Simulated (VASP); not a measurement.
Set up this calculation in VASP 6.6.1, as the native input.

```
Task                   : single point
Functional             : PBEsol
Potentials or basis    : VASP PAW PBE potentials, release 64 (La, Bi_d, S, F)
Cutoff                 : 520 eV
k mesh                 : 6 × 6 × 2
Occupations            : gaussian, width 0.1 eV
Spin                   : no spin polarisation
Dipole correction      : no
Further INCAR settings : ALGO = Normal; EDIFF = 1e-06; NBANDS = 56
```

The structure of LaBiS2F lies in POSCAR:

```
LaBiS2F
1.0
    4.0794971639      0.0000000000      0.0000000000
    0.0000000000      4.0794971639      0.0000000000
    0.0000000000      0.0000000000     12.7081401312
La Bi S F
2 2 4 2
Direct
    0.5000000000      0.0000000000      0.6259427684
    0.0000000000      0.5000000000      0.3740572316
    0.0000000000      0.5000000000      0.8914292899
    0.5000000000      0.0000000000      0.1085707101
    0.5000000000      0.0000000000      0.8727214132
    0.0000000000      0.5000000000      0.1272785868
    0.0000000000      0.5000000000      0.6822415267
    0.5000000000      0.0000000000      0.3177584733
    0.0000000000      0.0000000000      0.5000000000
    0.5000000000      0.5000000000      0.5000000000
```

These files were run (other wordings do the same):

INCAR

```
SYSTEM = LaBiS2F
ALGO = Normal
EDIFF = 1E-6
ENCUT = 520
GGA = PS
ISIF = 2
ISMEAR = 0
LASPH = .TRUE.
LCHARG = .FALSE.
LREAL = .FALSE.
LWAVE = .FALSE.
NBANDS = 56
NELM = 100
PREC = Accurate
SIGMA = 0.1
```

KPOINTS

```
k-points
0
G
  6 6 2
  0 0 0
```

Potentials or basis: VASP PAW PBE potentials, release 64 (La, Bi_d, S, F).

Command:

```bash
$ cat potpaw_PBE.64/La/POTCAR potpaw_PBE.64/Bi_d/POTCAR potpaw_PBE.64/S/POTCAR potpaw_PBE.64/F/POTCAR > POTCAR
$ mpirun -np 1 vasp_std > vasp.out
```

It gave:

```
Pressure               : -0.2 GPa
Largest force          : 0.037 eV/Å
Band gap on the k mesh : zero (band 45 reaches 9.20 eV, above the bottom of band 46 at 7.39 eV)
```

Caveat: the PAW data sets were made with another functional, which shifts forces and pressure a little; spin-orbit coupling is left out, which moves the levels of the heavy elements.

Wall time 4 min on 1 thread of AMD EPYC 7R13 Processor (Zen 3), with other jobs on the host, peak memory 0.4 GiB.
